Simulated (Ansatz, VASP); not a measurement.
**Ru14W in VASP and in Ansatz**

```
CELL_PARAMETERS angstrom
4.07944 2.35526 0.00000
-4.07944 2.35526 0.00000
0.00000 0.00000 20.59361
ATOMIC_POSITIONS crystal
Ru 0.33333 0.33333 0.29488
Ru 0.66667 0.00000 0.29446
Ru 0.00000 0.66667 0.29446
Ru 0.33333 0.99951 0.39466
Ru 0.66715 0.66715 0.39466
Ru 0.99951 0.33333 0.39466
Ru 0.33333 0.33333 0.50016
Ru 0.66667 0.00000 0.49813
Ru 0.00000 0.66667 0.49813
Ru 0.33333 0.00251 0.60547
Ru 0.66415 0.66415 0.60547
Ru 0.00251 0.33333 0.60547
Ru 0.66667 0.00000 0.70649
Ru 0.00000 0.66667 0.70649
W 0.33333 0.33333 0.70638
```

Alike in both runs: functional PBE; k mesh 9 × 9 × 1; occupations methfessel-paxton of order 1, width 0.1 eV; no spin polarisation.

Ansatz relaxed the structure, and its values are those at the end. VASP's run is a single point on that final structure, the one shown.

|  | VASP | Ansatz |
| --- | --- | --- |
| version | VASP 6.6.1 | Ansatz 0.2.0 |
| potentials or method | VASP PAW PBE potentials, release 64 (Ru_pv, W_sv), cutoff 520 eV | scalar-relativistic, plane waves, PAW |
| valence electrons in the cell | 210 | 238 |

Ansatz gave:

```
gap on the k mesh at the Fermi level (eV) : none
rms of the force components (eV/Å)        : 0.002
```

Problem. What did VASP give for the same quantities?

Solution. gap on the k mesh at the Fermi level (eV): none; rms of the force components (eV/Å): 0.012.

A gap of «none» marks a metal or a gap that the smearing closes. VASP's potentials hold 210 valence electrons a cell and Ansatz's 238, so a difference there can come from the potentials and not from the codes. Ansatz's warnings: vacuum density over bound, xc potential rough in thin density.

Spin-orbit coupling is off throughout.
